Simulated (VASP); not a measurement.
# TaN (P-6m2) in VASP: notebook

Runs on TaN. Level: PBEsol. Tasks: single point.

All numbers are computed with VASP 6.6.1; they aren't measurements. Logs are shortened: lines on timing, memory, paths and dates and some standing lists are left out, and cuts for length are marked.

## Step 1: The cell of the first run

Symmetry: P-6m2, No. 187, hexagonal system. Conventional cell: a = 2.851 Å, b = 2.851 Å, c = 2.907 Å, α = 90.00°, β = 90.00°, γ = 120.00°. Ta (site symmetry -6m2) has 6 N at 2.20 Å and 8 Ta at 2.85 to 2.91 Å within 3.0 Å. Within 3.0 Å of N (site symmetry -6m2) lie 6 Ta at 2.20 Å and 8 N at 2.85 to 2.91 Å.

## Step 2: Single point, PBEsol

Contents of INCAR:

```
SYSTEM = TaN
PREC = Accurate
ENCUT = 520
EDIFF = 1E-6
ISMEAR = 0
SIGMA = 0.15
LREAL = .FALSE.
LASPH = .TRUE.
NELM = 60
ALGO = Normal
ISIF = 2
LWAVE = .FALSE.
LCHARG = .TRUE.
GGA = PS
LELF = .TRUE.
LVHAR = .TRUE.
NBANDS = 15
```

Contents of KPOINTS:

```
regular mesh
0
G
  18 18 16
  0 0 0
```

Contents of POSCAR:

```
TaN
1.0
    2.8509000000      0.0000000000      0.0000000000
   -1.4254500000      2.4689518237      0.0000000000
    0.0000000000      0.0000000000      2.9066000000
Ta N
1 1
Direct
    0.3333333333      0.6666666667      0.5000000000
    0.0000000000      0.0000000000      0.0000000000
```

Potentials or basis: VASP PAW PBE potentials, release 64 (Ta_pv, N).

On the command line:

```sh
$ cat potpaw_PBE.64/Ta_pv/POTCAR potpaw_PBE.64/N/POTCAR > POTCAR
$ mpirun -np 1 vasp_std > vasp.out
```

OUTCAR:

```text
SYSTEM = TaN
   PREC = Accurate
   ENCUT = 520
   EDIFF = 1E-6
   ISMEAR = 0
   LREAL = .FALSE.
   LASPH = .TRUE.
   NELM = 60
   ISIF = 2
   GGA = PS

 ion  position               nearest neighbor table
   1  0.333  0.667  0.500-   2 2.20   2 2.20   2 2.20   2 2.20   2 2.20   2 2.20
   2  0.000  0.000  0.000-   1 2.20   1 2.20   1 2.20   1 2.20   1 2.20   1 2.20

  LATTYP: Found a hexagonal cell.
 ALAT       =     2.8509000000
 C/A-ratio  =     1.0195376899

  Lattice vectors:

 A1 = (   2.8509000000,   0.0000000000,   0.0000000000)
 A2 = (  -1.4254500000,   2.4689518237,   0.0000000000)
 A3 = (   0.0000000000,   0.0000000000,   2.9066000000)

Analysis of symmetry for initial positions (statically):
=====================================================================
 Subroutine PRICEL returns:
 Original cell was already a primitive cell.

 Routine SETGRP: Setting up the symmetry group for a
 hexagonal supercell.

 Subroutine GETGRP returns: Found 12 space group operations
 (whereof 12 operations were pure point group operations)
 out of a pool of 24 trial point group operations.

The static configuration has the point symmetry D_3h.

Analysis of symmetry for dynamics (positions and initial velocities):
=====================================================================
 Subroutine PRICEL returns:
 Original cell was already a primitive cell.

 Routine SETGRP: Setting up the symmetry group for a
 hexagonal supercell.

 Subroutine GETGRP returns: Found 12 space group operations
 (whereof 12 operations were pure point group operations)
 out of a pool of 24 trial point group operations.

The dynamic configuration has the point symmetry D_3h.

 Subroutine INISYM returns: Found 12 space group operations
 (whereof 12 operations are pure point group operations),
 and found     1 'primitive' translations

----------------------------------------------------------------------------------------

                                     Primitive cell

  volume of cell :      20.4588

  direct lattice vectors                    reciprocal lattice vectors
     2.850900000  0.000000000  0.000000000     0.350766425  0.202515090  0.000000000
    -1.425450000  2.468951824  0.000000000     0.000000000  0.405030179  0.000000000
     0.000000000  0.000000000  2.906600000     0.000000000  0.000000000  0.344044588

  length of vectors
     2.850900000  2.850900000  2.906600000     0.405030179  0.405030179  0.344044588

  position of ions in fractional coordinates (direct lattice)
     0.333333333  0.666666667  0.500000000
     0.000000000  0.000000000  0.000000000

  ion indices of the primitive-cell ions
   primitive index   ion index
                 1           1
                 2           2

----------------------------------------------------------------------------------------

 KPOINTS: regular mesh

Automatic generation of k-mesh.
 Grid dimensions read from file:
 generate k-points for:   18   18   16

 Generating k-lattice:

  Cartesian coordinates                     Fractional coordinates (reciprocal lattice)
     0.019487024  0.011250838  0.000000000     0.055555556  0.000000000  0.000000000
     0.000000000  0.022501677  0.000000000     0.000000000  0.055555556  0.000000000
     0.000000000  0.000000000  0.021502787     0.000000000  0.000000000  0.062500000

  Length of vectors
     0.022501677  0.022501677  0.021502787

  Shift w.r.t. Gamma in fractional coordinates (k-lattice)
     0.000000000  0.000000000  0.000000000

 Subroutine IBZKPT returns following result:
 ===========================================

 Found    333 irreducible k-points:

 Following reciprocal coordinates:
            Coordinates               Weight
  0.000000  0.000000  0.000000      1.000000
  0.055556  0.000000  0.000000      6.000000
  0.111111  0.000000  0.000000      6.000000
  0.166667  0.000000  0.000000      6.000000
  0.222222 -0.000000  0.000000      6.000000
  0.277778  0.000000  0.000000      6.000000
[... 16 lines left out ...]
  0.333333  0.111111  0.000000     12.000000
  0.388889  0.111111  0.000000     12.000000
 [... further k-points ...]
   k-points           NKPTS =    333   k-points in BZ     NKDIM =    333   number of bands    NBANDS=     15
   number of dos      NEDOS =    301   number of ions     NIONS =      2
   total plane-waves  NPLWV =  13824
   dimension x,y,z NGX =    24 NGY =   24 NGZ =   24
   dimension x,y,z NGXF=    48 NGYF=   48 NGZF=   48
   ions per type =               1   1
   NGX,Y,Z   is equivalent  to a cutoff of  14.00, 14.00, 13.73 a.u.
   NGXF,Y,Z  is equivalent  to a cutoff of  27.99, 27.99, 27.45 a.u.
 SYSTEM =  TaN
   PREC   = accura    normal or accurate (medium, high low for compatibility)
   ISTART =      0    job   : 0-new  1-cont  2-samecut
   ICHARG =      2    charge: 1-file 2-atom 10-const
   ISPIN  =      1    spin polarized calculation?
   LNONCOLLINEAR =      F non collinear calculations
   LSORBIT =      F    spin-orbit coupling
   LASPH  =      T    aspherical Exc in radial PAW
   ENCUT  =  520.0 eV  38.22 Ry    6.18 a.u.   5.30  5.30  5.40*2*pi/ulx,y,z
   NELM   =     60;   NELMIN=  2; NELMDL= -5     # of ELM steps
   EDIFF  = 0.1E-05   stopping-criterion for ELM
   LREAL  =      F    real-space projection
[... 7 lines left out ...]
   TEBEG  =    0.0;   TEEND  =   0.0 temperature during run
   PSTRESS=    0.0 pullay stress
   NELECT =      16.0000    total number of electrons
   NUPDOWN=      -1.0000    fix difference up-down
   EMIN   =  10.00;   EMAX   =-10.00  energy-range for DOS
   EFERMI =   0.00;   METHOD = LEGACY
   ISMEAR =     0;   SIGMA  =   0.15  broadening in eV -4-tet -1-fermi 0-gaus
   EFERMI_NEDOS =   21; number of points for ismear=-14 and -15
   IALGO  =     38    algorithm
   IMIX   =      4    mixing-type and parameters
     AMIX     =   0.40;   BMIX     =  1.00
     AMIX_MAG =   1.60;   BMIX_MAG =  1.00
  volume/ion in A,a.u.               =      10.23        69.03
  Fermi-wavevector in a.u.,A,eV,Ry     =   1.508302  2.850277 30.952898  2.274974
  Thomas-Fermi vector in A             =   2.618774
   LORBIT       =      0    0 simple, 1 ext, 2 COOP (PROOUT), +10 PAW based schemes
   GGA     = PS    functional components
   LHFCALC =     F    Hartree Fock is set to
   AEXX    =    0.0000 exact exchange contribution
   IVDW    =     0    specifies the selected vdW correction
   LEPSILON=     F    determine dielectric tensor
   LRPA    =     F    only Hartree local field effects (RPA)
 non-spin polarized calculation
 Gauss-broadening in eV      SIGMA  =   0.15
  energy-cutoff  :      520.00
  volume of cell :       20.46
 maximum number of plane-waves:       567
 NGX is ok and might be reduce to    24
   NGX = 11   NGY = 11   NGZ = 11

 number of electron      15.9999998 magnetization

 Free energy of the ion-electron system (eV)
  ---------------------------------------------------
  ext. energy  EPLUGINS =         0.00000000
  ---------------------------------------------------
  free energy    TOTEN  =       -23.72805056 eV

  energy without entropy =      -23.72742099  energy(sigma->0) =      -23.72773577

 E-fermi :   8.5789     XC(G=0): -13.7975

 val. band max:        8.5185551069   @ k =   0.0000   0.0000   0.4375
 cond. band min:       8.5914898848   @ k =   0.0556   0.0000   0.5000
 fundamental gap:      0.0729347779
 Fermi energy:         8.5789181812

 k-point     1 :       0.0000    0.0000    0.0000
  band No.  band energies     occupation
      1     -26.1064      2.00000
      2     -25.6516      2.00000
      3     -25.6516      2.00000
      4      -9.4529      2.00000
      5       4.0404      2.00000
      6       4.1639      2.00000
      7       4.1639      2.00000
      8       5.4461      2.00000
      9      11.6001      0.00000
     10      12.2503      0.00000
     11      12.2503      0.00000
     12      12.8555      0.00000
     13      12.8555      0.00000
     14      21.9389      0.00000
     15      22.2941      0.00000

 k-point     2 :       0.0556    0.0000    0.0000
  band No.  band energies     occupation
      1     -26.1003      2.00000
      2     -25.6974      2.00000
      3     -25.6611      2.00000
      4      -9.3788      2.00000
      5       3.9009      2.00000
      6       4.1988      2.00000
      7       4.2188      2.00000
      8       5.3375      2.00000
      9      11.8424      0.00000
     10      12.1067      0.00000
     11      12.2652      0.00000
     12      12.8147      0.00000
     13      12.9505      0.00000
     14      21.9473      0.00000
     15      22.2924      0.00000

 k-point     3 :       0.1111    0.0000    0.0000
  band No.  band energies     occupation
      1     -26.0829      2.00000
      2     -25.8273      2.00000
      3     -25.6886      2.00000
      4      -9.1656      2.00000
      5       3.3926      2.00000
      6       4.3743      2.00000
      7       4.4633      2.00000
      8       5.0426      2.00000
      9      11.6541      0.00000
     10      12.3213      0.00000
     11      12.5532      0.00000
     12      12.6991      0.00000
     13      13.1942      0.00000
     14      21.9589      0.00000
     15      22.2821      0.00000
[... 343 lines left out ...]
 k-point    23 :       0.3333    0.1111    0.0000
  band No.  band energies     occupation
      1     -26.8408      2.00000
      2     -26.0209      2.00000
      3     -25.9191      2.00000
      4      -7.0530      2.00000
      5       0.5294      2.00000
      6       3.0772      2.00000
      7       4.4686      2.00000
      8       6.2611      2.00000
      9      10.9627      0.00000
     10      11.1954      0.00000
     11      14.1215      0.00000
     12      14.8938      0.00000
     13      16.9489      0.00000
     14      22.1067      0.00000
     15      22.6398      0.00000

 k-point    24 :       0.3889    0.1111    0.0000
  band No.  band energies     occupation
      1     -26.9347      2.00000
      2     -26.0550      2.00000
      3     -25.9022      2.00000
      4      -6.8082      2.00000
      5       0.3097      2.00000
      6       2.9208      2.00000
      7       4.2952      2.00000
      8       6.3032      2.00000
      9      10.7986      0.00000
     10      12.0899      0.00000
     11      13.7789      0.00000
     12      14.9603      0.00000
     13      17.8751      0.00000
     14      21.5777      0.00000
     15      22.2402      0.00000

 [... further k-points ...]

------------------------ aborting loop because EDIFF is reached ----------------------------------------

  FORCE on cell =-STRESS in cart. coord.  units (eV):
  Direction    XX          YY          ZZ          XY          YZ          ZX
  --------------------------------------------------------------------------------------
  -------------------------------------------------------------------------------------
  Total        2.9832094      2.9832094     -0.1285439      0.0000000     -0.0000000      0.0000000
  in kB      233.6223828    233.6223828    -10.0665830      0.0000000     -0.0000000      0.0000000
  external PRESSURE =     152.3927275 kB  Pullay stress =       0.0000000 kB

 VOLUME and BASIS-vectors are now :
 -----------------------------------------------------------------------------
  energy-cutoff  :      520.00
  volume of cell :       20.46
      direct lattice vectors                 reciprocal lattice vectors
     2.850900000  0.000000000  0.000000000     0.350766425  0.202515090  0.000000000
    -1.425450000  2.468951824  0.000000000     0.000000000  0.405030179  0.000000000
     0.000000000  0.000000000  2.906600000     0.000000000  0.000000000  0.344044588

 POSITION                                       TOTAL-FORCE (eV/Angst)
 -----------------------------------------------------------------------------------
     -0.00000      1.64597      1.45330        -0.000000      0.000000      0.000000
      0.00000      0.00000      0.00000         0.000000     -0.000000      0.000000
 -----------------------------------------------------------------------------------
    total drift:                                0.000000     -0.000000     -0.000000

  FREE ENERGIE OF THE ION-ELECTRON SYSTEM (eV)
  ---------------------------------------------------
  free  energy   TOTEN  =       -23.7280505555 eV

  energy  without entropy=      -23.7274209856  energy(sigma->0) =      -23.72773577
```

Run time: 86 s. Hardware: 1 thread of Intel Xeon 8259CL, shared host; peak memory 0.23 GiB.

What came out:

```yaml
Free_energy: -23.7281 eV
Pressure: 15.2 GPa
Band_gap_on_the_k_mesh: zero (bands 8 and 9 overlap by 0.46 eV)
```

Caveat: the cell stands under pressure; the PAW data sets were made with another functional, which shifts forces and pressure a little; spin-orbit coupling is left out, which moves the levels of the heavy elements.

[end of part 1 of 2]
